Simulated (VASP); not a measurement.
The system is Tl.

```
Tl
1.0
    -1.94100    1.94100    1.94100
     1.94100   -1.94100    1.94100
     1.94100    1.94100   -1.94100
Tl
1
Direct
  0.00000 0.00000 0.00000
```

This isn't the form of Tl at room conditions, which is hcp.

Base run:

* Program: VASP 6.6.1
* Functional: r2SCAN
* Potentials or basis: VASP PAW PBE potentials, release 64 (Tl_d)
* Cutoff: 520 eV
* k mesh: 13 × 13 × 13
* Occupations: fermi-dirac, width 0.05 eV
* Spin: no spin polarisation

Its results: band gap on the k mesh zero (an odd number of electrons rules out a gap without spin polarisation); pressure 0.9 GPa.

Q: The run is repeated on the same cell with these changes: functional from r2SCAN to LDA; potentials or basis from VASP PAW PBE potentials, release 64 (Tl_d) to VASP PAW LDA potentials, release 64 (Tl_d). What comes out?

A: Band gap on the k mesh zero (an odd number of electrons rules out a gap without spin polarisation); pressure -2.4 GPa.

Caveats: spin-orbit coupling is left out, which moves the levels of the heavy elements; the PAW data sets were made with another functional, which shifts forces and pressure a little (at least some runs).
